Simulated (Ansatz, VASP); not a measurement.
## TeS2: VASP beside Ansatz

```
Te S
1.0
     1.85854    1.07303    6.87666
    -1.85854    1.07303    6.87666
     0.00000   -2.14606    6.87666
Te S
1 2
Direct
  0.00001 0.00001 0.00001
  0.25104 0.25104 0.25104
  0.41565 0.41565 0.41565
```

Alike in both runs: functional PBE; k mesh 12 × 12 × 12; occupations gaussian, width 0.02 eV; no spin polarisation.

Ansatz relaxed the structure, and its values are those at the end. VASP's run is a single point on that final structure, the one shown.

```csv
,VASP,Ansatz
version,VASP 6.6.1,Ansatz 0.2.0
potentials or method,"VASP PAW PBE potentials, release 64 (Te, S), cutoff 520 eV","scalar-relativistic, plane waves, PAW"
valence electrons in the cell,18,28
```

```tsv
	VASP	Ansatz	Ansatz less VASP
gap on the k mesh at the Fermi level (eV)	0.94	0.94	-0.002
least direct gap on the mesh (eV)	1.31	1.31	-0.002
pressure (GPa)	-0.2	0.0	+0.18
rms of the force components (eV/Å)	0.011	0.000	-0.0103
```

VASP's potentials hold 18 valence electrons a cell and Ansatz's 28, so a difference there can come from the potentials and not from the codes.

Neither program's run includes spin-orbit coupling.
